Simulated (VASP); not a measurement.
## ZnS: relaxation of cell and atoms with PBEsol

The system is ZnS.

```
CELL_PARAMETERS angstrom
0.00000 2.70200 2.70200
2.70200 0.00000 2.70200
2.70200 2.70200 0.00000
ATOMIC_POSITIONS crystal
Zn 0.25000 0.25000 0.25000
S 0.00000 0.00000 0.00000
```

| Property | Result |
| --- | --- |
| Program | VASP 6.6.1 |
| Task | relaxation of cell and atoms |
| Functional | PBEsol |
| Potentials or basis | VASP PAW PBE potentials, release 64 (Zn, S) |
| Cutoff | 600 eV |
| k mesh | 10 × 10 × 10 |
| Occupations | gaussian, width 0.02 eV |
| Spin | no spin polarisation |
| Dipole correction | no |
| Further INCAR settings | ALGO = Normal; EDIFF = 1e-07; IBRION = 2; EDIFFG = -0.01; NSW = 80; ISIF = 3 |

- Relaxed volume: 19.26 Å³/atom
- Relaxed cell: a = 3.791 Å, b = 3.791 Å, c = 3.791 Å, α = 60.00°, β = 60.00°, γ = 60.00°
- Space group after relaxing (to 0.1 Å): F-43m (No. 216)
- Energy gained by relaxing: 2.7 meV/atom
- Ionic steps: 3
- Pressure after relaxing: 0.0 GPa
- Band gap on the k mesh: 2.08 eV

The path:
```csv
step,energy change (eV),largest force (eV/Å),pressure (GPa),volume (Å³)
1,0.0000,0.0000,-1.79,39.45
2,-0.0047,0.0000,0.64,38.21
3,-0.0054,0.0000,0.01,38.52
```

Final structure:
```cif
data_structure
_symmetry_space_group_name_H-M 'P 1'
_symmetry_Int_Tables_number 1
_cell_length_a 3.7907
_cell_length_b 3.7907
_cell_length_c 3.7907
_cell_angle_alpha 60.000
_cell_angle_beta 60.000
_cell_angle_gamma 60.000
_cell_volume 38.52
loop_
_atom_site_label
_atom_site_type_symbol
_atom_site_fract_x
_atom_site_fract_y
_atom_site_fract_z
_atom_site_occupancy
Zn1 Zn 0.25000 0.25000 0.25000 1
S1 S 0.00000 0.00000 0.00000 1
```

Levels at points of the mesh, in eV from the valence-band top:
| k point | band 6 | band 7 | band 8 | band 9 | band 10 | band 11 | band 12 | band 13 |
| --- | --- | --- | --- | --- | --- | --- | --- | --- |
| (0.00, 0.00, 0.00) | -5.94 | 0.00 | 0.00 | 0.00 | 2.08 | 6.29 | 6.29 | 6.29 |
| (0.50, 0.00, 0.00) | -5.74 | -5.52 | -0.91 | -0.91 | 3.24 | 6.82 | 6.82 | 8.79 |
| (0.50, 0.50, 0.00) | -5.72 | -4.70 | -2.34 | -2.34 | 3.18 | 3.96 | 11.00 | 12.04 |

Wall time 89 s on 1 thread of Intel Xeon 8259CL, with other jobs on the host, peak memory 0.2 GiB.

Caveat: the PAW data sets were made with another functional, which shifts forces and pressure a little. Expect the measured gap to be larger: semilocal functionals such as PBEsol lack the derivative discontinuity.
